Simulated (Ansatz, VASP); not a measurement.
BeZn2Se3 in VASP and in Ansatz

```
Be Zn Se
1.0
     6.44877    0.00000    0.00000
    -3.22439    5.58480    0.00000
     0.00000    0.00000    3.75474
Be Zn Se
1 2 3
Cartesian
  0.0000 0.0000 1.8774
  0.0000 3.7232 1.8774
  3.2244 1.8616 1.8774
  -1.6122 2.7924 0.0000
  3.2244 0.0000 0.0000
  1.6122 2.7924 0.0000
```

Change from the starting cell: species swapped into the SmB2Ir3 type (P6/mmm, No. 191).

Alike in both runs: task relaxation of cell and atoms; functional PBE; k mesh 6 × 6 × 10; occupations gaussian, width 0.1 eV; no spin polarisation.

|  | VASP | Ansatz |
| --- | --- | --- |
| version | VASP 6.6.1 | Ansatz 0.2.0 |
| potentials or method | VASP PAW PBE potentials, release 64 (Be, Zn, Se), cutoff 600 eV | scalar-relativistic, plane waves, PAW |
| valence electrons in the cell | 44 | 74 |

```tsv
	VASP	Ansatz	Ansatz less VASP
gap on the k mesh at the Fermi level, each at its own relaxed structure (eV)	none	none	-
relaxed volume (Å³/atom)	24.74	23.08	-1.656
relaxed length of the cell vector where the two differ most in proportion (Å)	2.898	3.548	+0.6495
```

A gap of «none» marks a metal or a gap that the smearing closes. One of these differences is far larger than is usual between the two programs; its cause wasn't traced. VASP's potentials hold 44 valence electrons a cell and Ansatz's 74, so a difference there can come from the potentials and not from the codes.
